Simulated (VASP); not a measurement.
Ta3SnO4, 8 atoms in the cell. It takes space group Pm-3m (No. 221, cubic). Conventional cell: a = 4.638 Å, b = 4.638 Å, c = 4.638 Å, α = 90.00°, β = 90.00°, γ = 90.00°. Ta (site symmetry 4/mmm) has 6 O at 2.32 Å within 3.1 Å. Sn (site symmetry m-3m) has 6 O at 2.32 Å within 3.1 Å. Within 3.1 Å of O (site symmetry 4/mmm) lie 4 Ta at 2.32 Å and 2 Sn at 2.32 Å. Within 3.1 Å of O (site symmetry m-3m) lie 6 Ta at 2.32 Å. The cell was built from a structure type or drawn by symmetry, and may not be a known phase.

- Program: VASP 6.6.1
- Task: single point
- Functional: PBE
- Potentials or basis: VASP PAW PBE potentials, release 64 (Ta_pv, Sn_d, O)
- Cutoff: 520 eV
- k mesh: 4 × 4 × 4
- Occupations: gaussian, width 0.1 eV
- Spin: no spin polarisation
- Dipole correction: no
- Further INCAR settings: ALGO = Normal; EDIFF = 1e-07; NBANDS = 46

Potentials or basis: VASP PAW PBE potentials, release 64 (Ta_pv, Sn_d, O).

Command:

```sh
$ cat potpaw_PBE.64/Ta_pv/POTCAR potpaw_PBE.64/Sn_d/POTCAR potpaw_PBE.64/O/POTCAR > POTCAR
$ mpirun -np 1 vasp_std > vasp.out
```

Hardware: 1 thread of Intel(R) Xeon(R) 6975P-C (Granite Rapids) (shared host).

Q: Estimate the wall time of this run.

A: Run time: 25 s on 1 thread of Intel(R) Xeon(R) 6975P-C (Granite Rapids) (shared host), peak memory 0.22 GiB. Counts: scf iterations 16, k points 10.
